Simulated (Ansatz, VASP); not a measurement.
Two plane-wave programs on Ge

```
Ge
1.0
     4.00312   -0.08006    0.00000
    -2.07089    3.50683    0.00000
     0.00000    0.00000   13.15671
Ge
8
Cartesian
  -0.0462 2.3112 2.0517
  1.9784 1.1156 11.1050
  1.9784 1.1156 8.6300
  -0.0462 2.3112 4.5267
  0.0000 0.0000 1.2255
  0.0000 0.0000 11.9312
  0.0000 0.0000 7.8039
  0.0000 0.0000 5.3528
```

Alike in both runs: task single point; functional PBEsol; k mesh 7 × 7 × 2; occupations fermi-dirac, width 0.05 eV; no spin polarisation.

```csv
,VASP,Ansatz
version,VASP 6.6.1,Ansatz 0.2.0
potentials or method,"VASP PAW PBE potentials, release 64 (Ge_d)",Ansatz PAW
plane-wave cutoff (eV),520,420
valence electrons in the cell,112,112
```

Ansatz gave:

| Property | Result |
| --- | --- |
| gap on the k mesh at the Fermi level (eV) | none |
| pressure (GPa) | 0.2 |
| traceless stress, the component that is largest in VASP (GPa) | 2.67 |
| rms of the force components (eV/Å) | 0.168 |

What did VASP give for the same quantities?

gap on the k mesh at the Fermi level (eV): none; pressure (GPa): 0.1; traceless stress, the component that is largest in VASP (GPa): 2.67; rms of the force components (eV/Å): 0.166.

VASP's potentials were made for PBE, not for PBEsol. Atom by atom the forces differ by 0.002 eV/Å (rms over components). A gap of «none» marks a metal or a gap that the smearing closes. The functional is the same, so the differences come from potentials, cutoffs and numerics.
